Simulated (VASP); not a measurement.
A run of VASP 6.6.1:

The input INCAR:

```
  ALGO = Normal
  EDIFF = 1E-6
  ENCUT = 520
  GGA = PS
  ISIF = 2
  ISMEAR = -1
  LASPH = T
  LCHARG = F
  LREAL = F
  LWAVE = F
  NBANDS = 15
  NELM = 100
  PREC = Accurate
  SIGMA = 0.1
```

The input KPOINTS:

```
k-points
0
Gamma
  11 11 11
```

POSCAR

```
Os
1.0
    0.0000000000      2.7140215219      2.7140215219
    2.7140215219      0.0000000000      2.7140215219
    2.7140215219      2.7140215219      0.0000000000
Os
2
Direct
    0.1250000000      0.1250000000      0.1250000000
    0.8750000000      0.8750000000      0.8750000000
```

Potentials or basis: VASP PAW PBE potentials, release 64 (Os).

Launch:

```console
$ cat potpaw_PBE.64/Os/POTCAR > POTCAR
$ mpirun -np 1 vasp_std > vasp.out
```

Hardware: 1 thread of Intel Xeon 8259CL, on a shared host.

**Question.** Estimate the wall time of this run.

**Answer.** Run time: 72 s on 1 thread of Intel Xeon 8259CL, on a shared host, peak memory 0.19 GiB. Counts: scf iterations 11, k points 56.
